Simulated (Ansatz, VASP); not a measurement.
## MgS: VASP beside Ansatz

```
Mg S
1.0
     0.00000    2.79695    2.79695
     2.79695    0.00000    2.79695
     2.79695    2.79695    0.00000
Mg S
1 1
Direct
  0.00000 0.00000 0.00000
  0.25000 0.25000 0.25000
```

Alike in both runs: functional LDA; k mesh 8 × 8 × 8; occupations gaussian, width 0.02 eV; no spin polarisation.

Ansatz relaxed the structure, and its values are those at the end. VASP's run is a single point on that final structure, the one shown.

|  | VASP | Ansatz |
| --- | --- | --- |
| version | VASP 6.6.1 | Ansatz 0.2.0 |
| potentials or method | VASP PAW LDA potentials, release 64 (Mg, S), cutoff 600 eV | scalar-relativistic, plane waves, PAW |
| valence electrons in the cell | 8 | 16 |

|  | VASP | Ansatz | Ansatz less VASP |
| --- | --- | --- | --- |
| gap on the k mesh at the Fermi level (eV) | 3.38 | 3.36 | -0.012 |
| least direct gap on the mesh (eV) | 3.38 | 3.36 | -0.012 |
| pressure (GPa) | -0.3 | 0.0 | +0.32 |

Ansatz warns that its potentials were made for another functional, while VASP's fit it. LDA's correlation is that of Perdew and Zunger in VASP and of Perdew and Wang (1992) in Ansatz. VASP's potentials hold 8 valence electrons a cell and Ansatz's 16, so a difference there can come from the potentials and not from the codes.
